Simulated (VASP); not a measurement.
# CrB2 (P6/mmm) in VASP: notebook, part 2 of 2

VASP 6.6.1. The steps go on from the part before.

**3. Vibrations by perturbation theory, LDA**

File INCAR:

```
SYSTEM = CrB2
PREC     = Accurate       ! precision mode
ENCUT    = 520            ! plane-wave cutoff, eV
EDIFF    = 1E-8           ! SCF threshold, eV
ISMEAR   = -1             ! smearing method
SIGMA    = 0.15           ! smearing width, eV
LREAL    = .False.        ! projectors in reciprocal space
LASPH    = .True.         ! aspherical terms in the spheres
NELM     = 100            ! most SCF steps
ALGO     = Normal         ! electronic algorithm
ISIF     = 2              ! what is computed and relaxed
LWAVE    = .False.        ! write WAVECAR
LCHARG   = .True.         ! write CHGCAR
GGA      = CA             ! functional
NBANDS   = 16             ! bands
IBRION   = 8              ! ionic algorithm
NSW      = 1              ! ionic steps
```

File KPOINTS:

```
Automatic mesh
0
Gamma
  18 18 14
  0 0 0
```

File POSCAR:

```
CrB2
1.0
    2.9461135843      0.0000000000      0.0000000000
   -1.4730567922      2.5514092064      0.0000000000
    0.0000000000      0.0000000000      2.8630350367
Cr B
1 2
Direct
    0.0000000000      0.0000000000      0.0000000000
    0.3333333333      0.6666666667      0.5000000000
    0.6666666667      0.3333333333      0.5000000000
```

Potentials or basis: VASP PAW LDA potentials, release 64 (Cr_pv, B).

The run is started by

```console
> cat potpaw_LDA.64/Cr_pv/POTCAR potpaw_LDA.64/B/POTCAR > POTCAR
> mpirun -np 1 vasp_std > vasp.out
```

OUTCAR:

```text
SYSTEM = CrB2
   PREC = Accurate
   ENCUT = 520
   EDIFF = 1E-8
   ISMEAR = -1
   LREAL = .False.
   LASPH = .True.
   NELM = 100
   ISIF = 2
   GGA = CA
   IBRION = 8
   NSW = 1

 ion  position               nearest neighbor table
   1  0.000  0.000  0.000-   2 2.22   3 2.22   2 2.22   3 2.22   2 2.22   2 2.22   3 2.22   3 2.22
                             3 2.22   3 2.22   2 2.22   2 2.22
   2  0.333  0.667  0.500-   3 1.70   3 1.70   3 1.70   1 2.22   1 2.22   1 2.22   1 2.22   1 2.22
                             1 2.22
   3  0.667  0.333  0.500-   2 1.70   2 1.70   2 1.70   1 2.22   1 2.22   1 2.22   1 2.22   1 2.22
                             1 2.22

  LATTYP: Found a hexagonal cell.
 ALAT       =     2.9461135843
 C/A-ratio  =     0.9718006298

  Lattice vectors:

 A1 = (   2.9461135843,   0.0000000000,   0.0000000000)
 A2 = (  -1.4730567922,   2.5514092064,   0.0000000000)
 A3 = (   0.0000000000,   0.0000000000,   2.8630350367)

Analysis of symmetry for initial positions (statically):
=====================================================================
 Subroutine PRICEL returns:
 Original cell was already a primitive cell.

 Routine SETGRP: Setting up the symmetry group for a
 hexagonal supercell.

 Subroutine GETGRP returns: Found 24 space group operations
 (whereof 24 operations were pure point group operations)
 out of a pool of 24 trial point group operations.

The static configuration has the point symmetry D_6h.
[... 662 lines left out ...]

[... ionic steps 2 to 3 ...]

--------------------------------------- Ionic step        4  -------------------------------------------

------------------------ aborting loop because EDIFF is reached ----------------------------------------
[... 11 lines left out ...]
[... ionic steps 8 to 8 ...]

--------------------------------------- Ionic step        9  -------------------------------------------

 Free energy of the ion-electron system (eV)
  ---------------------------------------------------
  ---------------------------------------------------
  free energy    TOTEN  =        -0.04363036 eV

  energy without entropy =       -0.04363030

------------------------ aborting loop because EDIFF is reached ----------------------------------------

 INTERNAL STRAIN TENSOR  FOR ION    2  DIRECTION 3   (eV/Angst):
 -----------------------------------------------------------------------------
     0.00871  0.00000 -0.00000
    -0.00000  0.00871  0.00000
    -0.00000 -0.00000 -0.02909

 INTERNAL STRAIN TENSOR FOR ION    3 for displacements in x,y,z  (eV/Angst):
          X           Y           Z          XY          YZ          ZX
  --------------------------------------------------------------------------------
  x    -0.00000     0.00000    -0.00000     5.96578     0.00000     0.00000
  y     5.96578    -5.96578     0.00000     0.00000     0.00000     0.00000
  z     0.00000     0.00000     0.00000     0.00000     0.00000    -0.00000

 SECOND DERIVATIVES (NOT SYMMETRIZED)
 ------------------------------------
               1X          1Y          1Z          2X          2Y          2Z          3X          3Y          3Z
  1X   -11.037454    0.000000    0.000000    5.518727   -0.000000    0.000000    5.518727   -0.000000    0.000000
  1Y     0.000000  -11.037454    0.000000   -0.000000    5.518727    0.000000   -0.000000    5.518727    0.000000
  1Z    -0.000000    0.000000  -11.545385    0.000000    0.000000    5.772692    0.000000    0.000000    5.772692
  2X     5.497734   -0.000000    0.000000  -20.675254    0.000000    0.000000   15.177520   -0.000000    0.000000
  2Y    -0.000000    5.497734    0.000000    0.000000  -20.675254    0.000000   -0.000000   15.177520    0.000000
  2Z     0.000000   -0.000000    5.785817   -0.000000   -0.000000   -9.037000   -0.000000   -0.000000    3.251182
  3X     5.497734   -0.000000    0.000000   15.177520   -0.000000    0.000000  -20.675254    0.000000    0.000000
  3Y    -0.000000    5.497734    0.000000   -0.000000   15.177520    0.000000    0.000000  -20.675254    0.000000
  3Z     0.000000   -0.000000    5.785817   -0.000000   -0.000000    3.251182   -0.000000   -0.000000   -9.037000

 Eigenvectors and eigenvalues of the dynamical matrix
 ----------------------------------------------------

   1 f  =   28.469456 THz   178.878869 2PiTHz  949.638838 cm-1   117.740157 meV
             X         Y         Z           dx          dy          dz
      0.000000  0.000000  0.000000    -0.000000   -0.000000   -0.000000
     -0.000000  1.700939  1.431518    -0.633911    0.313299   -0.000000
      1.473057  0.850470  1.431518     0.633911   -0.313299    0.000000
[... 43 lines left out ...]
   9 f/i=    0.011529 THz     0.072437 2PiTHz    0.384558 cm-1     0.047679 meV
             X         Y         Z           dx          dy          dz
      0.000000  0.000000  0.000000    -0.838114    0.055392    0.000000
     -0.000000  1.700939  1.431518    -0.382894    0.025306    0.000000
      1.473057  0.850470  1.431518    -0.382894    0.025306    0.000000

--------------------------------------------------------------------------------------------------------

 ELASTIC MODULI CONTR FROM IONIC RELAXATION (kBar)
 Direction    XX          YY          ZZ          XY          YZ          ZX
 --------------------------------------------------------------------------------
 XX        -147.8071    147.8071     -0.0000      0.0000      0.0000     -0.0000
 YY         147.8071   -147.8071     -0.0000      0.0000      0.0000      0.0000
 ZZ          -0.0000     -0.0000     -0.0000      0.0000      0.0000     -0.0000
 XY           0.0000      0.0000      0.0000   -147.8071      0.0000      0.0000
 YZ           0.0000      0.0000      0.0000      0.0000      0.0000      0.0000
 ZX          -0.0000      0.0000     -0.0000      0.0000      0.0000     -0.0000
 --------------------------------------------------------------------------------
```

OSZICAR:

```text
N       E                     dE             d eps       ncg     rms          rms(c)
DAV:   1     0.117281495194E+03    0.11728E+03   -0.96966E+03  9480   0.124E+03
DAV:   2    -0.288085142549E+02   -0.14609E+03   -0.14005E+03 10016   0.331E+02
DAV:   3    -0.330722854894E+02   -0.42638E+01   -0.41907E+01 12520   0.601E+01
[... 78 lines left out ...]
RMM:   9    -0.436303877546E-01   -0.97554E-06   -0.19405E-08 27076   0.488E-04    0.272E-05
RMM:  10    -0.436303605486E-01    0.27206E-07   -0.22423E-09 26960   0.122E-04    0.915E-06
RMM:  11    -0.436303343321E-01    0.26216E-07    0.40960E-10 27476   0.340E-05    0.362E-06
RMM:  12    -0.436303516720E-01   -0.17340E-07   -0.13970E-10 27150   0.939E-06    0.574E-07
RMM:  13    -0.436303556632E-01   -0.39912E-08   -0.11652E-10 24759   0.323E-06    0.295E-07
 Linear response finished
```

stdout:

```text
POSCAR found type information on POSCAR CrB
 POSCAR found :  2 types and       3 ions
 scaLAPACK will be used
 LDA part: xc-table for (Slater(with rela. corr.)+CA(PZ))
 , standard interpolation
 POSCAR, INCAR and KPOINTS ok, starting setup
 FFT: planning ... GRIDC
 FFT: planning ... GRID_SOFT
 FFT: planning ... GRID
 WAVECAR not read
 entering main loop
 Linear response reoptimize wavefunctions to high precision
 Linear response DOF=           4
 Linear response progress:
 first order change of Fermi-energy  -0.22578E-02
 force on displaced ion       1 direction 1 : -11.037   0.000   0.000
 Linear response progress:
 first order change of Fermi-energy   0.18791E-02
 force on displaced ion       1 direction 3 :  -0.000   0.000 -11.545
 Linear response progress:
 first order change of Fermi-energy   0.38195E-04
 force on displaced ion       2 direction 1 : -20.675  -0.005   0.000
 Linear response progress:
 first order change of Fermi-energy   0.16856E-03
 force on displaced ion       2 direction 3 :  -0.000   0.000  -9.037
 Linear response finished
```

It took 7 min on 1 thread of Intel Xeon 6975P-C (Granite Rapids), shared host; peak memory 1.1 GiB.

What came out:

| Quantity | Value |
| --- | --- |
| Highest phonon frequency at Γ | 950 cm⁻¹ |

Phonon frequencies in cm⁻¹ (negative: imaginary):
```csv
q point,frequencies
"(0.000, 0.000, 0.000)",0 0 0 443 443 454 556 950 950
```

Caveat: the run has no spin polarisation, though such a crystal can be magnetic.
